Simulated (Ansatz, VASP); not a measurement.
# One calculation of MgO, two programs

The input INCAR:

```
SYSTEM = MgO
PREC = Accurate
ENCUT = 520
EDIFF = 1E-7
ISMEAR = 0
SIGMA = 0.05
LREAL = .False.
LASPH = .True.
NELM = 60
ALGO = Normal
ISIF = 2
LWAVE = .False.
LCHARG = .True.
GGA = PS
LELF = .True.
LVHAR = .True.
NBANDS = 26
```

The input KPOINTS:

```
Automatic mesh
0
Gamma
  9 9 4
  0 0 0
```

File POSCAR:

```
MgO
1.0
    3.2553371795      0.0000000000      0.0000000000
   -1.6276685897      2.8192046953      0.0000000000
    0.0000000000      0.0000000000     10.4149514991
Mg O
4 4
Direct
    0.3333333333      0.6666666667      0.9695963559
    0.0000000000      0.0000000000      0.2209473890
    0.0000000000      0.0000000000      0.7209473890
    0.6666666667      0.3333333333      0.4695963559
    0.3333333333      0.6666666667      0.7799156657
   -0.0399344193      0.0000000000      0.5170567142
    0.0000000000      0.0000000000      0.0295387694
    0.6666666667      0.3333333333      0.2799156657
```

Input for Ansatz:

```yaml
crystal:
  lattice:
    - [3.2553371795, 0.0, 0.0]
    - [-1.6276685897, 2.8192046953, 0.0]
    - [0.0, 0.0, 10.4149514991]
  atoms:
    - { symbol: Mg, position: [0.3333333333, 0.6666666667, 0.9695963559] }
    - { symbol: Mg, position: [0.0, 0.0, 0.220947389] }
    - { symbol: Mg, position: [0.0, 0.0, 0.720947389] }
    - { symbol: Mg, position: [0.6666666667, 0.3333333333, 0.4695963559] }
    - { symbol: O, position: [0.3333333333, 0.6666666667, 0.7799156657] }
    - { symbol: O, position: [-0.0399344193, 0.0, 0.5170567142] }
    - { symbol: O, position: [0.0, 0.0, 0.0295387694] }
    - { symbol: O, position: [0.6666666667, 0.3333333333, 0.2799156657] }
basis:
  ecutwfc: 420
kpoints:
  mp_grid: { grid: [9, 9, 4] }
hamiltonian:
  xc: pbesol
  pseudopotentials: { kind: paw, azcp: { folder: soft_1 } }
scf:
  occupations: { method: gaussian, width: 0.05 }
output:
  forces: true
  stress: true
  eigenvalues: true
```

Alike in both runs: task single point; functional PBEsol; k mesh 9 × 9 × 4; occupations gaussian, width 0.05 eV; no spin polarisation.

|  | VASP | Ansatz |
| --- | --- | --- |
| version | VASP 6.6.1 | Ansatz 0.2.0 |
| potentials or method | VASP PAW PBE potentials, release 64 (Mg, O), cutoff 520 eV | scalar-relativistic, plane waves, PAW |
| valence electrons in the cell | 32 | 64 |

|  | VASP | Ansatz | Ansatz less VASP |
| --- | --- | --- | --- |
| gap on the k mesh at the Fermi level (eV) | 3.21 | 3.22 | +0.009 |
| least direct gap on the mesh (eV) | 3.21 | 3.22 | +0.009 |
| pressure (GPa) | 0.5 | 0.7 | +0.26 |
| traceless stress, the component that is largest in VASP (GPa) | -2.08 | -2.03 | +0.050 |
| rms of the force components (eV/Å) | 0.632 | 0.621 | -0.0117 |

VASP's potentials were made for PBE, not for PBEsol, and Ansatz warns of the same on its side. Atom by atom the forces differ by 0.012 eV/Å (rms over components). VASP's potentials hold 32 valence electrons a cell and Ansatz's 64, so a difference there can come from the potentials and not from the codes.
